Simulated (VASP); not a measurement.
# CdTe2 (I4/mcm) in VASP: single point with PBE

Aim: the single point of CdTe2 with PBE.

Everything below comes from runs of VASP 6.6.1. Logs are shortened: lines on timing, memory, paths and dates and some standing lists are left out, and cuts for length are marked.

## (1) The cell of the first run

It takes space group I4/mcm (No. 140, tetragonal). The conventional cell has a = 6.682 Å, b = 6.682 Å, c = 7.994 Å, α = 90.00°, β = 90.00°, γ = 90.00°. Within 4.3 Å of Cd (site symmetry 422) lie 8 Te at 3.24 Å and 2 Cd at 4.00 Å. Within 3.7 Å of Te (site symmetry m2m) lie 5 Te at 2.81 to 3.60 Å and 4 Cd at 3.24 Å.

## (2) Single point, PBE

INCAR

```
SYSTEM = CdTe2
PREC = Accurate
ENCUT = 500
EDIFF = 1E-6
ISMEAR = -1
SIGMA = 0.15
LREAL = .False.
LASPH = .True.
NELM = 120
ALGO = Normal
ISIF = 2
LWAVE = .False.
LCHARG = .False.
GGA = PE
NBANDS = 33
GGA_COMPAT = .False.
```

KPOINTS

```
Automatic mesh
0
Gamma
  8 8 8
  0 0 0
```

POSCAR

```
CdTe2
1.0
   -3.3411564455      3.3411564455      3.9971802986
    3.3411564455     -3.3411564455      3.9971802986
    3.3411564455      3.3411564455     -3.9971802986
Cd Te
2 4
Direct
    0.7500000000      0.7500000000      0.0000000000
    0.2500000000      0.2500000000      0.0000000000
    0.3511723006      0.8511723006      0.2023446013
    0.8511723006      0.6488276994      0.5000000000
    0.6488276994      0.1488276994      0.7976553987
    0.1488276994      0.3511723006      0.5000000000
```

Potentials or basis: VASP PAW PBE potentials, release 64 (Cd, Te).

Command:

```
> cat potpaw_PBE.64/Cd/POTCAR potpaw_PBE.64/Te/POTCAR > POTCAR
> mpirun -np 1 vasp_std > vasp.out
```

OUTCAR:

```text
SYSTEM = CdTe2
   PREC = Accurate
   ENCUT = 500
   EDIFF = 1E-6
   ISMEAR = -1
   LREAL = .False.
   LASPH = .True.
   NELM = 120
   ISIF = 2
   GGA = PE

 ion  position               nearest neighbor table
   1  0.750  0.750  0.000-   3 3.24   5 3.24   4 3.24   4 3.24   6 3.24   6 3.24   5 3.24   3 3.24

   2  0.250  0.250  0.000-   3 3.24   5 3.24   6 3.24   6 3.24   4 3.24   4 3.24   3 3.24   5 3.24

   3  0.351  0.851  0.202-   5 2.81   2 3.24   1 3.24   1 3.24   2 3.24   4 3.60   6 3.60   6 3.60
                             4 3.60
   4  0.851  0.649  0.500-   6 2.81   1 3.24   2 3.24   1 3.24   2 3.24   3 3.60   5 3.60   3 3.60
                             5 3.60
   5  0.649  0.149  0.798-   3 2.81   1 3.24   2 3.24   2 3.24   1 3.24   4 3.60   6 3.60   6 3.60
                             4 3.60
   6  0.149  0.351  0.500-   4 2.81   2 3.24   1 3.24   2 3.24   1 3.24   3 3.60   5 3.60   3 3.60
                             5 3.60

  LATTYP: Found a body centered tetragonal cell.
 ALAT       =     6.6823128910
 C/A-ratio  =     1.1963463441

  Lattice vectors:

 A1 = (  -3.3411564455,   3.3411564455,   3.9971802986)
 A2 = (   3.3411564455,  -3.3411564455,   3.9971802986)
 A3 = (   3.3411564455,   3.3411564455,  -3.9971802986)

Analysis of symmetry for initial positions (statically):
=====================================================================
 Subroutine PRICEL returns:
 Original cell was already a primitive cell.

 Routine SETGRP: Setting up the symmetry group for a
 body centered tetragonal supercell.

 Subroutine GETGRP returns: Found 16 space group operations
 (whereof  8 operations were pure point group operations)
 out of a pool of 16 trial point group operations.

The static configuration has the point symmetry C_4h.
 The point group associated with its full space group is D_4h.

Analysis of symmetry for dynamics (positions and initial velocities):
=====================================================================
 Subroutine PRICEL returns:
 Original cell was already a primitive cell.

 Routine SETGRP: Setting up the symmetry group for a
 body centered tetragonal supercell.

 Subroutine GETGRP returns: Found 16 space group operations
 (whereof  8 operations were pure point group operations)
 out of a pool of 16 trial point group operations.

The dynamic configuration has the point symmetry C_4h.
 The point group associated with its full space group is D_4h.

 Subroutine INISYM returns: Found 16 space group operations
 (whereof  8 operations are pure point group operations),
 and found     1 'primitive' translations

----------------------------------------------------------------------------------------

                                     Primitive cell

  volume of cell :     178.4873

  direct lattice vectors                    reciprocal lattice vectors
    -3.341156445  3.341156445  3.997180299     0.000000000  0.149648784  0.125088178
     3.341156445 -3.341156445  3.997180299     0.149648784  0.000000000  0.125088178
     3.341156445  3.341156445 -3.997180299     0.149648784  0.149648784  0.000000000

  length of vectors
     6.189030871  6.189030871  6.189030871     0.195043100  0.195043100  0.211635340

  position of ions in fractional coordinates (direct lattice)
     0.750000000  0.750000000  0.000000000
     0.250000000  0.250000000  0.000000000
     0.351172301  0.851172301  0.202344601
     0.851172301  0.648827699  0.500000000
     0.648827699  0.148827699  0.797655399
     0.148827699  0.351172301  0.500000000

  ion indices of the primitive-cell ions
   primitive index   ion index
                 1           1
                 2           2
                 3           3
                 4           4
                 5           5
                 6           6

----------------------------------------------------------------------------------------

 KPOINTS: Automatic mesh

Automatic generation of k-mesh.
 Grid dimensions read from file:
 generate k-points for:    8    8    8

 Generating k-lattice:

  Cartesian coordinates                     Fractional coordinates (reciprocal lattice)
     0.000000000  0.018706098  0.015636022     0.125000000 -0.000000000  0.000000000
     0.018706098  0.000000000  0.015636022    -0.000000000  0.125000000  0.000000000
     0.018706098  0.018706098  0.000000000     0.000000000  0.000000000  0.125000000

  Length of vectors
     0.024380387  0.024380387  0.026454418

  Shift w.r.t. Gamma in fractional coordinates (k-lattice)
     0.000000000  0.000000000  0.000000000

 Subroutine IBZKPT returns following result:
 ===========================================

 Found     59 irreducible k-points:

 Following reciprocal coordinates:
            Coordinates               Weight
  0.000000  0.000000  0.000000      1.000000
  0.125000 -0.000000  0.000000      8.000000
  0.250000 -0.000000  0.000000      8.000000
  0.375000  0.000000  0.000000      8.000000
  0.500000 -0.000000  0.000000      4.000000
  0.125000  0.125000  0.000000      8.000000
[... 16 lines left out ...]
  0.250000  0.125000  0.125000     16.000000
  0.375000  0.125000  0.125000      8.000000
 [... further k-points ...]
   k-points           NKPTS =     59   k-points in BZ     NKDIM =     59   number of bands    NBANDS=     33
   number of dos      NEDOS =    301   number of ions     NIONS =      6
   total plane-waves  NPLWV = 110592
   dimension x,y,z NGX =    48 NGY =   48 NGZ =   48
   dimension x,y,z NGXF=    96 NGYF=   96 NGZF=   96
   ions per type =               2   4
   NGX,Y,Z   is equivalent  to a cutoff of  12.89, 12.89, 12.89 a.u.
   NGXF,Y,Z  is equivalent  to a cutoff of  25.79, 25.79, 25.79 a.u.
 SYSTEM =  CdTe2
   PREC   = accura    normal or accurate (medium, high low for compatibility)
   ISTART =      0    job   : 0-new  1-cont  2-samecut
   ICHARG =      2    charge: 1-file 2-atom 10-const
   ISPIN  =      1    spin polarized calculation?
   LNONCOLLINEAR =      F non collinear calculations
   LSORBIT =      F    spin-orbit coupling
   LASPH  =      T    aspherical Exc in radial PAW
   ENCUT  =  500.0 eV  36.75 Ry    6.06 a.u.  11.28 11.28 11.28*2*pi/ulx,y,z
   NELM   =    120;   NELMIN=  2; NELMDL= -5     # of ELM steps
   EDIFF  = 0.1E-05   stopping-criterion for ELM
   LREAL  =      F    real-space projection
   EDIFFG = 0.1E-04   stopping-criterion for IOM
   NSW    =      0    number of steps for IOM
   IBRION =     -1    ionic relax: 0-MD 1-quasi-New 2-CG
   NFREE  =      0    steps in history (QN), initial steepest desc. (CG)
   ISIF   =      2    stress and relaxation
   ISYM   =      2    0-nonsym 1-usesym 2-fastsym
   POTIM  = 0.5000    time-step for ionic-motion
   TEBEG  =    0.0;   TEEND  =   0.0 temperature during run
   PSTRESS=    0.0 pullay stress
   NELECT =      48.0000    total number of electrons
   NUPDOWN=      -1.0000    fix difference up-down
   EMIN   =  10.00;   EMAX   =-10.00  energy-range for DOS
   EFERMI =   0.00;   METHOD = LEGACY
   ISMEAR =    -1;   SIGMA  =   0.15  broadening in eV -4-tet -1-fermi 0-gaus
   EFERMI_NEDOS =   21; number of points for ismear=-14 and -15
   IALGO  =     38    algorithm
   IMIX   =      4    mixing-type and parameters
     AMIX     =   0.40;   BMIX     =  1.00
     AMIX_MAG =   1.60;   BMIX_MAG =  1.00
  volume/ion in A,a.u.               =      29.75       200.75
  Fermi-wavevector in a.u.,A,eV,Ry     =   1.056703  1.996878 15.192544  1.116620
  Thomas-Fermi vector in A             =   2.191948
   LORBIT       =      0    0 simple, 1 ext, 2 COOP (PROOUT), +10 PAW based schemes
   GGA     = PE    functional components
   LHFCALC =     F    Hartree Fock is set to
   AEXX    =    0.0000 exact exchange contribution
   IVDW    =     0    specifies the selected vdW correction
   LEPSILON=     F    determine dielectric tensor
   LRPA    =     F    only Hartree local field effects (RPA)
 non-spin polarized calculation
  energy-cutoff  :      500.00
  volume of cell :      178.49
 maximum number of plane-waves:      4552
 NGX is ok and might be reduce to    48
   NGX = 23   NGY = 23   NGZ = 23

 number of electron      47.9999996 magnetization

 Free energy of the ion-electron system (eV)
  ---------------------------------------------------
  ext. energy  EPLUGINS =         0.00000000
  ---------------------------------------------------
  free energy    TOTEN  =       -14.60683150 eV

  energy without entropy =      -14.49879985  energy(sigma->0) =      -14.55281568

 E-fermi :   5.1987     XC(G=0):  -9.6149

 val. band max:        5.1801340880   @ k =  -0.2500   0.2500   0.2500
 cond. band min:       5.2380611968   @ k =  -0.3750   0.5000   0.2500
 fundamental gap:      0.0579271088
 Fermi energy:         5.1986706170

 k-point     1 :       0.0000    0.0000    0.0000
  band No.  band energies     occupation
      1      -7.8606      2.00000
      2      -6.1399      2.00000
      3      -5.2453      2.00000
      4      -5.2453      2.00000
      5      -3.4950      2.00000
      6      -3.4303      2.00000
[... 25 lines left out ...]
     32      11.2126      0.00000
     33      11.2967      0.00000

 k-point     2 :       0.1250   -0.0000    0.0000
  band No.  band energies     occupation
      1      -7.8051      2.00000
      2      -6.2393      2.00000
      3      -5.2349      2.00000
      4      -5.1946      2.00000
      5      -3.4895      2.00000
      6      -3.4447      2.00000
[... 25 lines left out ...]
     32      10.8777      0.00000
     33      11.1809      0.00000

 k-point     3 :       0.2500   -0.0000    0.0000
  band No.  band energies     occupation
      1      -7.6446      2.00000
      2      -6.4761      2.00000
      3      -5.2054      2.00000
      4      -5.1144      2.00000
      5      -3.4751      2.00000
      6      -3.4465      2.00000
[... 25 lines left out ...]
     32      10.8532      0.00000
     33      11.1184      0.00000

 k-point     4 :       0.3750    0.0000    0.0000
  band No.  band energies     occupation
      1      -7.3979      2.00000
      2      -6.7756      2.00000
      3      -5.1614      2.00000
      4      -5.0860      2.00000
      5      -3.4596      2.00000
      6      -3.4531      2.00000
[... 673 lines left out ...]
     32      10.5843      0.00000
     33      11.1257      0.00000

 k-point    23 :       0.2500    0.1250    0.1250
  band No.  band energies     occupation
      1      -7.2870      2.00000
      2      -6.7972      2.00000
      3      -5.2645      2.00000
      4      -5.2094      2.00000
      5      -3.4620      2.00000
      6      -3.4529      2.00000
[... 25 lines left out ...]
     32      10.2419      0.00000
     33      11.0156      0.00000

 k-point    24 :       0.3750    0.1250    0.1250
  band No.  band energies     occupation
      1      -7.0356      2.00000
      2      -7.0356      2.00000
      3      -5.2567      2.00000
      4      -5.2567      2.00000
      5      -3.4578      2.00000
      6      -3.4578      2.00000
[... 25 lines left out ...]
     32       9.8504      0.00000
     33      10.7485      0.00000

 [... further k-points ...]
[... 5 lines left out ...]
  --------------------------------------------------------------------------------------
  -------------------------------------------------------------------------------------
  Total        0.0862414      0.0862414      0.0829186      0.0000000     -0.0000000      0.0000000
  in kB        0.7741391      0.7741391      0.7443124      0.0000000     -0.0000000      0.0000000
  external PRESSURE =       0.7641969 kB  Pullay stress =       0.0000000 kB

 VOLUME and BASIS-vectors are now :
 -----------------------------------------------------------------------------
  energy-cutoff  :      500.00
  volume of cell :      178.49
      direct lattice vectors                 reciprocal lattice vectors
    -3.341156445  3.341156445  3.997180299     0.000000000  0.149648784  0.125088178
     3.341156445 -3.341156445  3.997180299     0.149648784  0.000000000  0.125088178
     3.341156445  3.341156445 -3.997180299     0.149648784  0.149648784  0.000000000

 POSITION                                       TOTAL-FORCE (eV/Angst)
 -----------------------------------------------------------------------------------
      0.00000      0.00000      5.99577        -0.000000      0.000000     -0.000000
      0.00000      0.00000      1.99859        -0.000000      0.000000     -0.000000
      2.34664     -0.99451      3.99718        -0.001380     -0.001380     -0.000000
      0.99451      2.34664      3.99718         0.001380     -0.001380      0.000000
      0.99451      4.33567      0.00000         0.001380      0.001380      0.000000
      2.34664      0.99451      0.00000        -0.001380      0.001380      0.000000
 -----------------------------------------------------------------------------------
    total drift:                               -0.000000     -0.000000      0.000000

  FREE ENERGIE OF THE ION-ELECTRON SYSTEM (eV)
  ---------------------------------------------------
  free  energy   TOTEN  =       -14.6068315005 eV

  energy  without entropy=      -14.4987998506  energy(sigma->0) =      -14.55281568
```

It took 5.4 min on 1 thread of Oxide Virtual Turin-like, shared host; peak memory 0.45 GiB.

Results:

| Item | Value |
| --- | --- |
| Free energy | -14.6068 eV |
| Pressure | 0.1 GPa |
| Band gap on the k mesh | zero (bands 24 and 25 overlap by 1.64 eV) |

Caveat: spin-orbit coupling is left out, which moves the levels of the heavy elements.

The gap in the log of VASP goes by the Fermi energy; the results here count the filled bands.